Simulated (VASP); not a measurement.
Here is a VASP 6.6.1 calculation.

Contents of INCAR:

```
SYSTEM = BN
ALGO     = Normal         ! electronic algorithm
EDIFF    = 1E-7           ! SCF threshold, eV
ENCUT    = 520            ! plane-wave cutoff, eV
GGA      = PE             ! functional
ISIF     = 2              ! what is computed and relaxed
ISMEAR   = 0              ! smearing method
IVDW     = 12             ! dispersion correction
LASPH    = .True.         ! aspherical terms in the spheres
LCHARG   = .False.        ! write CHGCAR
LREAL    = .False.        ! projectors in reciprocal space
LWAVE    = .False.        ! write WAVECAR
NBANDS   = 26             ! bands
NELM     = 100            ! most SCF steps
PREC     = Accurate       ! precision mode
SIGMA    = 0.05           ! smearing width, eV
```

KPOINTS

```
k-points
0
Gamma
  6 6 6
  0 0 0
```

File POSCAR:

```
BN
1.0
    0.0000000000      0.0000000000      4.3376638211
    2.5076849351      3.3394821895      2.1688319106
   -2.5076849351      3.3394821895      2.1688319106
B N
4 4
Direct
    0.4847299329      0.7500000000      0.2500000000
    0.5001068737      0.2500000000      0.7500000000
    0.0001068737      0.5000000000      0.5000000000
    0.0001068737      1.0000000000      0.0000000000
    0.1665931163      0.7500000000      0.2500000000
    0.1665931163      0.2500000000      0.7500000000
    0.6665931163      0.5000000000      0.5000000000
    0.6665931163      0.0000000000      0.0000000000
```

Potentials or basis: VASP PAW PBE potentials, release 64 (B, N).

The run is started by

```bash
$ cat potpaw_PBE.64/B/POTCAR potpaw_PBE.64/N/POTCAR > POTCAR
$ mpirun -np 1 vasp_std > vasp.out
```

Estimate the dispersion energy per atom.

-0.140 eV.

Predict the largest force.

3.608 eV/Å.

Estimate the pressure.

0.5 GPa.

Estimate the band gap on the k mesh.

3.47 eV.

Forces in eV/Å, atoms in the order of the input:
```
B    0.000  0.000  3.608
B    0.000  0.000  0.277
B   -0.133  0.000 -0.404
B    0.133  0.000 -0.404
N    0.000  0.000 -1.739
N    0.000  0.000 -0.094
N    0.397  0.000 -0.622
N   -0.397  0.000 -0.622
```

Caveat: the cell differs from its parent crystal (atom 1 (B) moved +0.067 Å towards its neighbour atom 5 (N) at 1.447 Å); forces of over 1 eV/Å act on the atoms, so gaps and moduli don't describe the material at rest. A k mesh can miss the band edges.
